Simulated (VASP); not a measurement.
# Ti (Fm-3m) in VASP: further runs

Ti is run at these levels: BLYP+D3(BJ), LDA; tasks: single point.

Everything below comes from runs of VASP 6.6.1. Logs are shortened: lines on timing, memory, paths and dates and some standing lists are left out, and cuts for length are marked.

### Step 1. The cell of the first run

It takes space group Fm-3m (No. 225, cubic). Conventional cell: a = 4.060 Å, b = 4.060 Å, c = 4.060 Å, α = 90.00°, β = 90.00°, γ = 90.00°. Ti (site symmetry m-3m) has 12 Ti at 2.87 Å within 3.8 Å.

### Step 2. Single point, BLYP+D3(BJ)

File INCAR:

```
SYSTEM = Ti
PREC = Accurate
ENCUT = 520
EDIFF = 1E-7
ISMEAR = 0
SIGMA = 0.025
LREAL = .False.
LASPH = .True.
NELM = 60
ALGO = Normal
ISIF = 2
LWAVE = .False.
LCHARG = .True.
GGA = B5
ALDAX = 1.0
AGGAX = 1.0
AGGAC = 1.0
ALDAC = 0.0
IVDW = 12
VDW_S6 = 1.0
VDW_S8 = 2.6996
VDW_A1 = 0.4298
VDW_A2 = 4.2359
LELF = .True.
LVHAR = .True.
NBANDS = 12
```

File KPOINTS:

```
regular mesh
0
Gamma
  11 11 11
  0 0 0
```

File POSCAR:

```
Ti
1.0
    0.0000000000      2.0300000000      2.0300000000
    2.0300000000      0.0000000000      2.0300000000
    2.0300000000      2.0300000000      0.0000000000
Ti
1
Direct
    0.0000000000      0.0000000000      0.0000000000
```

Potentials or basis: VASP PAW PBE potentials, release 64 (Ti_sv).

Command:

```bash
$ cat potpaw_PBE.64/Ti_sv/POTCAR > POTCAR
$ mpirun -np 1 vasp_std > vasp.out
```

OUTCAR:

```text
SYSTEM = Ti
   PREC = Accurate
   ENCUT = 520
   EDIFF = 1E-7
   ISMEAR = 0
   LREAL = .False.
   LASPH = .True.
   NELM = 60
   ISIF = 2
   GGA = B5
   IVDW = 12
 IVDW          = 12

 ion  position               nearest neighbor table
   1  0.000  0.000  0.000-

  LATTYP: Found a face centered cubic cell.
 ALAT       =     4.0600000000

  Lattice vectors:

 A1 = (   0.0000000000,   2.0300000000,   2.0300000000)
 A2 = (   2.0300000000,   0.0000000000,   2.0300000000)
 A3 = (   2.0300000000,   2.0300000000,   0.0000000000)

Analysis of symmetry for initial positions (statically):
=====================================================================
 Subroutine PRICEL returns:
 Original cell was already a primitive cell.

 Routine SETGRP: Setting up the symmetry group for a
 face centered cubic supercell.

 Subroutine GETGRP returns: Found 48 space group operations
 (whereof 48 operations were pure point group operations)
 out of a pool of 48 trial point group operations.

The static configuration has the point symmetry O_h .

Analysis of symmetry for dynamics (positions and initial velocities):
=====================================================================
 Subroutine PRICEL returns:
 Original cell was already a primitive cell.

 Routine SETGRP: Setting up the symmetry group for a
 face centered cubic supercell.

 Subroutine GETGRP returns: Found 48 space group operations
 (whereof 48 operations were pure point group operations)
 out of a pool of 48 trial point group operations.

The dynamic configuration has the point symmetry O_h .

 Subroutine INISYM returns: Found 48 space group operations
 (whereof 48 operations are pure point group operations),
 and found     1 'primitive' translations

----------------------------------------------------------------------------------------

                                     Primitive cell

  volume of cell :      16.7309

  direct lattice vectors                    reciprocal lattice vectors
     0.000000000  2.030000000  2.030000000    -0.246305419  0.246305419  0.246305419
     2.030000000  0.000000000  2.030000000     0.246305419 -0.246305419  0.246305419
     2.030000000  2.030000000  0.000000000     0.246305419  0.246305419 -0.246305419

  length of vectors
     2.870853532  2.870853532  2.870853532     0.426613499  0.426613499  0.426613499

  position of ions in fractional coordinates (direct lattice)
     0.000000000  0.000000000  0.000000000

  ion indices of the primitive-cell ions
   primitive index   ion index
                 1           1

----------------------------------------------------------------------------------------

 KPOINTS: regular mesh

Automatic generation of k-mesh.
 Grid dimensions read from file:
 generate k-points for:   11   11   11

 Generating k-lattice:

  Cartesian coordinates                     Fractional coordinates (reciprocal lattice)
    -0.022391402  0.022391402  0.022391402     0.090909091  0.000000000  0.000000000
     0.022391402 -0.022391402  0.022391402     0.000000000  0.090909091  0.000000000
     0.022391402  0.022391402 -0.022391402     0.000000000  0.000000000  0.090909091

  Length of vectors
     0.038783045  0.038783045  0.038783045

  Shift w.r.t. Gamma in fractional coordinates (k-lattice)
     0.000000000  0.000000000  0.000000000

 Subroutine IBZKPT returns following result:
 ===========================================

 Found     56 irreducible k-points:

 Following reciprocal coordinates:
            Coordinates               Weight
  0.000000  0.000000  0.000000      1.000000
  0.090909  0.000000  0.000000      8.000000
  0.181818  0.000000  0.000000      8.000000
  0.272727  0.000000  0.000000      8.000000
  0.363636  0.000000  0.000000      8.000000
  0.454545  0.000000  0.000000      8.000000
[... 16 lines left out ...]
 -0.272727  0.181818  0.000000     24.000000
 -0.181818  0.181818  0.000000     12.000000
 [... further k-points ...]
   k-points           NKPTS =     56   k-points in BZ     NKDIM =     56   number of bands    NBANDS=     12
   number of dos      NEDOS =    301   number of ions     NIONS =      1
   total plane-waves  NPLWV =  13824
   dimension x,y,z NGX =    24 NGY =   24 NGZ =   24
   dimension x,y,z NGXF=    48 NGYF=   48 NGZF=   48
   ions per type =               1
   NGX,Y,Z   is equivalent  to a cutoff of  13.90, 13.90, 13.90 a.u.
   NGXF,Y,Z  is equivalent  to a cutoff of  27.80, 27.80, 27.80 a.u.
 SYSTEM =  Ti
   PREC   = accura    normal or accurate (medium, high low for compatibility)
   ISTART =      0    job   : 0-new  1-cont  2-samecut
   ICHARG =      2    charge: 1-file 2-atom 10-const
   ISPIN  =      1    spin polarized calculation?
   LNONCOLLINEAR =      F non collinear calculations
   LSORBIT =      F    spin-orbit coupling
   LASPH  =      T    aspherical Exc in radial PAW
   ENCUT  =  520.0 eV  38.22 Ry    6.18 a.u.   5.34  5.34  5.34*2*pi/ulx,y,z
   NELM   =     60;   NELMIN=  2; NELMDL= -5     # of ELM steps
   EDIFF  = 0.1E-06   stopping-criterion for ELM
   LREAL  =      F    real-space projection
   EDIFFG = 0.1E-05   stopping-criterion for IOM
   NSW    =      0    number of steps for IOM
   IBRION =     -1    ionic relax: 0-MD 1-quasi-New 2-CG
   NFREE  =      0    steps in history (QN), initial steepest desc. (CG)
   ISIF   =      2    stress and relaxation
   ISYM   =      2    0-nonsym 1-usesym 2-fastsym
   POTIM  = 0.5000    time-step for ionic-motion
   TEBEG  =    0.0;   TEEND  =   0.0 temperature during run
   PSTRESS=    0.0 pullay stress
   NELECT =      12.0000    total number of electrons
   NUPDOWN=      -1.0000    fix difference up-down
   EMIN   =  10.00;   EMAX   =-10.00  energy-range for DOS
   EFERMI =   0.00;   METHOD = LEGACY
   ISMEAR =     0;   SIGMA  =   0.03  broadening in eV -4-tet -1-fermi 0-gaus
   EFERMI_NEDOS =   21; number of points for ismear=-14 and -15
   IALGO  =     38    algorithm
   IMIX   =      4    mixing-type and parameters
     AMIX     =   0.40;   BMIX     =  1.00
     AMIX_MAG =   1.60;   BMIX_MAG =  1.00
  volume/ion in A,a.u.               =      16.73       112.91
  Fermi-wavevector in a.u.,A,eV,Ry     =   1.465421  2.769245 29.217967  2.147460
  Thomas-Fermi vector in A             =   2.581280
   LORBIT       =      0    0 simple, 1 ext, 2 COOP (PROOUT), +10 PAW based schemes
   GGA     = B5    functional components
   LHFCALC =     F    Hartree Fock is set to
   AEXX    =    0.0000 exact exchange contribution
   IVDW    =    12    specifies the selected vdW correction
   LEPSILON=     F    determine dielectric tensor
   LRPA    =     F    only Hartree local field effects (RPA)
 non-spin polarized calculation
 Gauss-broadening in eV      SIGMA  =   0.03
  energy-cutoff  :      520.00
  volume of cell :       16.73
 maximum number of plane-waves:       463
 NGX is ok and might be reduce to    24
   NGX = 11   NGY = 11   NGZ = 11

 number of electron      12.0000002 magnetization

 Free energy of the ion-electron system (eV)
  ---------------------------------------------------
  ext. energy  EPLUGINS =         0.00000000
  ---------------------------------------------------
  free energy    TOTEN  =        -6.70118033 eV

  energy without entropy =       -6.70111356  energy(sigma->0) =       -6.70114694

 E-fermi :   9.0247     XC(G=0): -11.1330

 val. band max:        8.9893825065   @ k =  -0.4545   0.3636   0.1818
 cond. band min:       9.0991942926   @ k =   0.2727   0.0000   0.0000
 fundamental gap:      0.1098117861
 Fermi energy:         9.0247172578

 k-point     1 :       0.0000    0.0000    0.0000
  band No.  band energies     occupation
      1     -47.3340      2.00000
      2     -23.3137      2.00000
      3     -23.3137      2.00000
      4     -23.3137      2.00000
      5       3.1074      2.00000
      6       9.9148      0.00000
      7       9.9148      0.00000
      8       9.9148      0.00000
      9      11.6255      0.00000
     10      11.6255      0.00000
     11      24.6716      0.00000
     12      29.3782      0.00000

 k-point     2 :       0.0909    0.0000    0.0000
  band No.  band energies     occupation
      1     -47.3226      2.00000
      2     -23.3762      2.00000
      3     -23.3215      2.00000
      4     -23.3215      2.00000
      5       3.3818      2.00000
      6       9.7522      0.00000
      7      10.0112      0.00000
      8      10.0112      0.00000
      9      11.5661      0.00000
     10      11.5661      0.00000
     11      24.8884      0.00000
     12      27.5840      0.00000

 k-point     3 :       0.1818    0.0000    0.0000
  band No.  band energies     occupation
      1     -47.2919      2.00000
      2     -23.5419      2.00000
      3     -23.3422      2.00000
      4     -23.3422      2.00000
      5       4.1475      2.00000
      6       9.3828      0.00000
      7      10.1839      0.00000
      8      10.1839      0.00000
      9      11.5255      0.00000
     10      11.5255      0.00000
     11      24.3378      0.00000
     12      25.8066      0.00000
[... 286 lines left out ...]
 k-point    23 :      -0.2727    0.1818    0.0000
  band No.  band energies     occupation
      1     -47.2033      2.00000
      2     -23.8586      2.00000
      3     -23.5523      2.00000
      4     -23.3937      2.00000
      5       6.6176      2.00000
      6       8.7688      2.00000
      7       9.4140      0.00000
      8      10.5681      0.00000
      9      11.4848      0.00000
     10      13.3990      0.00000
     11      20.7410      0.00000
     12      23.0168      0.00000

 k-point    24 :      -0.1818    0.1818    0.0000
  band No.  band energies     occupation
      1     -47.2378      2.00000
      2     -23.7341      2.00000
      3     -23.4864      2.00000
      4     -23.3620      2.00000
      5       5.6239      2.00000
      6       8.8491      2.00000
      7       9.8581      0.00000
      8      10.8300      0.00000
      9      10.8388      0.00000
     10      12.6268      0.00000
     11      23.0305      0.00000
     12      23.5307      0.00000

 [... further k-points ...]

------------------------ aborting loop because EDIFF is reached ----------------------------------------

 Edisp (eV)   -1.48020

 E8    (eV) :    -1.1302

  FORCE on cell =-STRESS in cart. coord.  units (eV):
  Direction    XX          YY          ZZ          XY          YZ          ZX
  --------------------------------------------------------------------------------------
  -------------------------------------------------------------------------------------
  Total      -0.88423    -0.88423    -0.88423    -0.00000     0.00000    -0.00000
  in kB     -84.67566   -84.67566   -84.67566    -0.00000     0.00000    -0.00000
  external pressure =      -84.68 kB  Pullay stress =        0.00 kB

 VOLUME and BASIS-vectors are now :
 -----------------------------------------------------------------------------
  energy-cutoff  :      520.00
  volume of cell :       16.73
      direct lattice vectors                 reciprocal lattice vectors
     0.000000000  2.030000000  2.030000000    -0.246305419  0.246305419  0.246305419
     2.030000000  0.000000000  2.030000000     0.246305419 -0.246305419  0.246305419
     2.030000000  2.030000000  0.000000000     0.246305419  0.246305419 -0.246305419

 POSITION                                       TOTAL-FORCE (eV/Angst)
 -----------------------------------------------------------------------------------
      0.00000      0.00000      0.00000        -0.000000     -0.000000     -0.000000
 -----------------------------------------------------------------------------------
    total drift:                                0.000000      0.000000      0.000000

  FREE ENERGIE OF THE ION-ELECTRON SYSTEM (eV)
  ---------------------------------------------------
  free  energy   TOTEN  =        -8.1813824819 eV

  energy  without entropy=       -8.1813157169  energy(sigma->0) =       -8.18134910
```

It took 24 s on 1 thread of Intel Xeon Platinum 8375C at 2.90GHz (Ice Lake), shared host; peak memory 0.15 GiB.

Results:

* Free energy: -8.1814 eV
* Pressure: -8.5 GPa
* Band gap on the k mesh: zero (band 6 reaches 9.91 eV, above the bottom of band 7 at 8.79 eV)
* Dispersion energy per atom: -1.480 eV

Caveat: three body term missing; the PAW data sets were made with another functional, which shifts forces and pressure a little; pairwise dispersion overbinds metals, which lowers pressure and volume.

[end of part 1 of 2]
